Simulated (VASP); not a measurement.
Input of a VASP 6.6.1 run:

File INCAR:

```
SYSTEM = Na
PREC = Accurate ; ENCUT = 520
EDIFF = 1E-6 ; ISMEAR = -1
SIGMA = 0.1 ; LREAL = .FALSE.
LASPH = .TRUE. ; NELM = 100
ALGO = Normal ; ISIF = 2
LWAVE = .FALSE. ; LCHARG = .TRUE.
GGA = B5 ; ALDAX = 1.0
AGGAX = 1.0 ; AGGAC = 1.0
ALDAC = 0.0 ; LELF = .TRUE.
LVHAR = .TRUE. ; NBANDS = 10
```

The input KPOINTS:

```
Automatic mesh
0
G
  17 17 17
  0 0 0
```

The input POSCAR:

```
Na
1.0
   -2.1039229067      2.1039229067      2.1039229067
    2.1039229067     -2.1039229067      2.1039229067
    2.1039229067      2.1039229067     -2.1039229067
Na
1
Direct
    0.0000000000      0.0000000000      0.0000000000
```

Potentials or basis: VASP PAW PBE potentials, release 64 (Na_pv).

The run is started by

```console
$ cat potpaw_PBE.64/Na_pv/POTCAR > POTCAR
$ mpirun -np 1 vasp_std > vasp.out
```

Problem. Predict the band gap on the k mesh.

Solution. Zero (an odd number of electrons rules out a gap without spin polarisation).

Problem. Predict the pressure.

Solution. 0.0 GPa.

Caveat: the PAW data sets were made with another functional, which shifts forces and pressure a little.
